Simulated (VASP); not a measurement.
Runs of VASP 6.6.1 on C. The structure is that of space group Fd-3m (No. 227), or close to it. The cells are those of the table. 

| task | level | potentials or basis | cell | k mesh | cutoff (eV) | gap on the mesh (eV) | pressure (GPa) | relaxed volume (Å³/atom) |
| --- | --- | --- | --- | --- | --- | --- | --- | --- |
| single point | LDA | VASP PAW LDA potentials, release 64 (C) | a = 2.497 Å, angles 60.0°, 2 atoms | 24 × 24 × 24 | 520 | 4.17 | 1.6 | - |
| relaxation of cell and atoms | LDA | VASP PAW LDA potentials, release 64 (C) | relaxed from a = 2.526 Å, angles 60.0°, 2 atoms | 24 × 24 × 24 | 600 | 4.17 | 0.0 | 5.52 |
| relaxation of cell and atoms | r2SCAN | VASP PAW PBE potentials, release 64 (C) | relaxed from a = 2.526 Å, angles 60.0°, 2 atoms | 16 × 16 × 16 | 600 | 4.34 | -0.1 | (a) |
| single point | r2SCAN | VASP PAW PBE potentials, release 64 (C) | a = 2.517 Å, angles 60.0°, 2 atoms | 16 × 16 × 16 | 520 | 4.34 | 1.2 | - |

Alike in all rows: no spin polarisation; smearing fermi-dirac 0.02 eV.

Task: Estimate the missing entries.

Result: (a) 5.65.

Caveats: the PAW data sets were made with another functional, which shifts forces and pressure a little (at least some runs).

A k mesh can miss the band edges.
